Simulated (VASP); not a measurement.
The system is Ti2O.

```
Ti O
1.0
     2.99319    0.00000    0.00000
    -1.49660    2.59218    0.00000
     0.00000    0.00000   10.43269
Ti O
4 2
Direct
  0.66667 0.33333 0.89862
  0.33333 0.66667 0.39862
  0.66667 0.33333 0.60138
  0.33333 0.66667 0.10138
  0.00000 0.00000 0.75000
  0.00000 0.00000 0.25000
```

- Program: VASP 6.6.1
- Task: relaxation of cell and atoms
- Functional: PBEsol
- Potentials or basis: VASP PAW PBE potentials, release 64 (Ti_sv, O)
- Cutoff: 600 eV
- k mesh: 6 × 6 × 2
- Occupations: gaussian, width 0.1 eV
- Spin: no spin polarisation

At the start: pressure -17.8 GPa; volume 13.49 Å³/atom.

Task: Where does the relaxation end?

Result: Over 9 steps the energy falls by 176.0 meV/atom and the volume is 11.97 Å³/atom (-11.3 %); space group P6_3/mmc (No. 194, to 0.1 Å) before and after.

The path:
```
step  energy change (eV)  largest force (eV/Å)  pressure (GPa)  volume (Å³)
   1              0.0000                2.0082          -17.84        80.95
   2             -0.4759                0.0842           26.54        64.57
   3             -0.9395                1.1113            2.97        70.61
   4             -0.9404                1.0654            3.85        70.33
   5             -1.0468                0.3032            1.00        71.58
   6             -1.0530                0.0866            1.38        71.35
   7             -1.0531                0.0607            1.42        71.32
   8             -1.0537                0.0655           -1.31        72.27
   9             -1.0558                0.0067           -0.07        71.83
```

Final structure:
```xyz
6
Lattice="2.8901 0.0000 0.0000 -1.4450 2.5029 0.0000 0.0000 0.0000 9.9296" Properties=species:S:1:pos:R:3 pbc="T T T"
Ti    1.4450    0.8343    8.8244
Ti    0.0000    1.6686    3.8596
Ti    1.4450    0.8343    6.0700
Ti    0.0000    1.6686    1.1052
O     0.0000    0.0000    7.4472
O     0.0000    0.0000    2.4824
```

Caveat: the k points lie up to 0.42 Å⁻¹ apart in the final cell, too coarse for converged energies and pressures of a metal; the PAW data sets were made with another functional, which shifts forces and pressure a little.
